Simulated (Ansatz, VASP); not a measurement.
## YSe in VASP and in Ansatz

INCAR

```
SYSTEM = YSe
PREC     = Accurate       ! precision mode
ENCUT    = 520            ! plane-wave cutoff, eV
EDIFF    = 1E-6           ! SCF threshold, eV
ISMEAR   = -1             ! smearing method
SIGMA    = 0.1            ! smearing width, eV
LREAL    = .FALSE.        ! projectors in reciprocal space
LASPH    = .TRUE.         ! aspherical terms in the spheres
NELM     = 60             ! most SCF steps
ALGO     = Normal         ! electronic algorithm
ISIF     = 2              ! what is computed and relaxed
LWAVE    = .FALSE.        ! write WAVECAR
LCHARG   = .TRUE.         ! write CHGCAR
LELF     = .TRUE.         ! ELF
LVHAR    = .TRUE.       
NBANDS   = 16             ! bands
```

KPOINTS

```
Automatic mesh
0
G
  12 12 12
  0 0 0
```

Contents of POSCAR:

```
YSe
1.0
    0.0000000000      2.8213664405      2.8213664405
    2.8213664405      0.0000000000      2.8213664405
    2.8213664405      2.8213664405      0.0000000000
Y Se
1 1
Direct
    0.5000000000      0.5000000000      0.5000000000
    0.0000000000      0.0000000000      0.0000000000
```

Input for Ansatz:

```yaml
crystal:
  lattice:
    - [0.0, 2.82136644054, 2.82136644054]
    - [2.82136644054, 0.0, 2.82136644054]
    - [2.82136644054, 2.82136644054, 0.0]
  atoms:
    - { symbol: "Y", position: [0.5, 0.5, 0.5] }
    - { symbol: Se, position: [0.0, 0.0, 0.0] }
kpoints:
  mp_grid: { grid: [12, 12, 12] }
scf:
  occupations: { method: fermi_dirac, width: 0.1 }
hamiltonian:
  xc: lda
  pseudopotentials: { kind: paw }
output:
  forces: true
  stress: true
  eigenvalues: true
  eigenstates:
    nscf_kmesh: { grid: [16, 16, 16] }
    de_dk: true
    e_range: [-14, 14]
  optics:
    e_range: [0, 20]
    de: 0.2
    sigma: 0.2
    bands: { spectra_wanted_up_to: 20 }
    nscf_kmesh: { grid: [16, 16, 16] }
    drude_damping: 0.05
checkpoint:
  write: ck
  write_wavefunctions: false
```

Alike in both runs: task single point; functional LDA; k mesh 12 × 12 × 12; occupations fermi-dirac, width 0.1 eV; no spin polarisation.

|  | VASP | Ansatz |
| --- | --- | --- |
| version | VASP 6.6.1 | Ansatz 0.2.0 |
| potentials or method | VASP PAW LDA potentials, release 64 (Y_sv, Se) | PAW with Ansatz's default frozen-core files, scalar-relativistic |
| plane-wave cutoff (eV) | 520 | 420 |
| valence electrons in the cell | 17 | 27 |

```tsv
	VASP	Ansatz	Ansatz less VASP
pressure (GPa)	0.2	0.0	-0.19
```

LDA's correlation is that of Perdew and Zunger in VASP and of Perdew and Wang (1992) in Ansatz. VASP's potentials hold 17 valence electrons a cell and Ansatz's 27, so a difference there can come from the potentials and not from the codes. Ansatz's warnings: optics on partly filled bands.
